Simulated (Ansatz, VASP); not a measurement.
# SnO in VASP and in Ansatz

Contents of INCAR:

```
SYSTEM = SnO
  PREC = Accurate
  ENCUT = 520
  EDIFF = 1E-7
  ISMEAR = -1
  SIGMA = 0.05
  LREAL = .False.
  LASPH = .True.
  NELM = 60
  ALGO = Normal
  ISIF = 2
  LWAVE = .False.
  LCHARG = .False.
  GGA = PS
  NBANDS = 50
```

Contents of KPOINTS:

```
regular mesh
0
Gamma
  7 7 3
  0 0 0
```

File POSCAR:

```
SnO
1.0
    2.5000000000     -2.8600000000      0.0000000000
    2.5000000000      2.8600000000      0.0000000000
    0.0000000000      0.0000000000     11.1200000000
Sn O
4 4
Direct
    0.5590000000      0.4410000000      0.2460000000
    0.4410000000      0.5590000000      0.7460000000
    0.0000000000      0.0000000000      0.4991007194
    0.0000000000      0.0000000000      0.0000000000
    0.9300000000      0.4300000000      0.1200000000
    0.0700000000      0.5700000000      0.6200000000
    0.5700000000      0.0700000000      0.1200000000
    0.4300000000      0.9300000000      0.6200000000
```

Input for Ansatz:

```yaml
crystal:
  lattice:
    - [2.5, -2.86, 0.0]
    - [2.5, 2.86, 0.0]
    - [0.0, 0.0, 11.12]
  atoms:
    - { symbol: Sn, position: [0.559, 0.441, 0.246] }
    - { symbol: Sn, position: [0.441, 0.559, 0.746] }
    - { symbol: Sn, position: [0.0, 0.0, 0.4991007194] }
    - { symbol: Sn, position: [0.0, 0.0, 0.0] }
    - { symbol: O, position: [0.93, 0.43, 0.12] }
    - { symbol: O, position: [0.07, 0.57, 0.62] }
    - { symbol: O, position: [0.57, 0.07, 0.12] }
    - { symbol: O, position: [0.43, 0.93, 0.62] }
hamiltonian:
  xc: pbesol
  pseudopotentials: { kind: paw }
kpoints:
  mp_grid: { grid: [7, 7, 3] }
scf:
  occupations: { method: fermi_dirac, width: 0.05 }
  convergence: { dr2_threshold: 1.0e-11 }
basis:
  ecutwfc: 600
output:
  forces: true
```

Alike in both runs: task single point; functional PBEsol; k mesh 7 × 7 × 3; occupations fermi-dirac, width 0.05 eV; no spin polarisation.

|  | VASP | Ansatz |
| --- | --- | --- |
| version | VASP 6.6.1 | Ansatz 0.2.0 |
| potentials or method | VASP PAW PBE potentials, release 64 (Sn_d, O), cutoff 520 eV | scalar-relativistic, plane waves, PAW |
| valence electrons in the cell | 80 | 80 |

|  | VASP | Ansatz | Ansatz less VASP |
| --- | --- | --- | --- |
| rms of the force components (eV/Å) | 3.540 | 3.518 | -0.0223 |

VASP's potentials were made for PBE, not for PBEsol. Atom by atom the forces differ by 0.043 eV/Å (rms over components).
